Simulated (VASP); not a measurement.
Runs of VASP 6.6.1 on FeO. The structure is that of space group Fm-3m (No. 225), or close to it. The cells are those of the table. 

| task | cell | cutoff (eV) | k mesh for the DOS | occupations for the DOS | gap on the mesh (eV) | pressure (GPa) | moment (μB) |
| --- | --- | --- | --- | --- | --- | --- | --- |
| single point | a = 3.047 Å, angles 60.0°, 2 atoms | 520 | 24 × 24 × 24 | tetrahedron | - | - | 4.00 |
| single point | a = 3.107 Å, angles 60.0°, 2 atoms | 520 | - | - | none | -9.5 | 4.00 |
| single point | a = 2.985 Å, angles 60.0°, 2 atoms | 520 | - | - | none | 13.5 | 4.00 |
| single point | a = 3.047 Å, angles 60.0°, 2 atoms | 520 | - | - | none | (a) | 4.00 |
| relaxation of cell and atoms | relaxed from a = 3.048 Å, angles 60.0°, 2 atoms | 600 | - | - | none | 0.0 | 4.00 |

Alike in all rows: level PBE; potentials or basis VASP PAW PBE potentials, release 64 (Fe, O); spin collinear, ferromagnetic start; k mesh 16 × 16 × 16; smearing gaussian 0.1 eV.

**Question.** Estimate the missing entries.

**Answer.** (a) 0.1.

Caveats: a cell with one magnetic atom can't hold antiferromagnetic order, which such compounds often take; semilocal functionals often make such compounds metallic where correlation or magnetic order opens a gap, which also shifts bond lengths; the cell stands under tension (at least some runs); the cell stands under pressure (at least some runs).

A gap of «none» marks levels without a gap at the run's occupations.
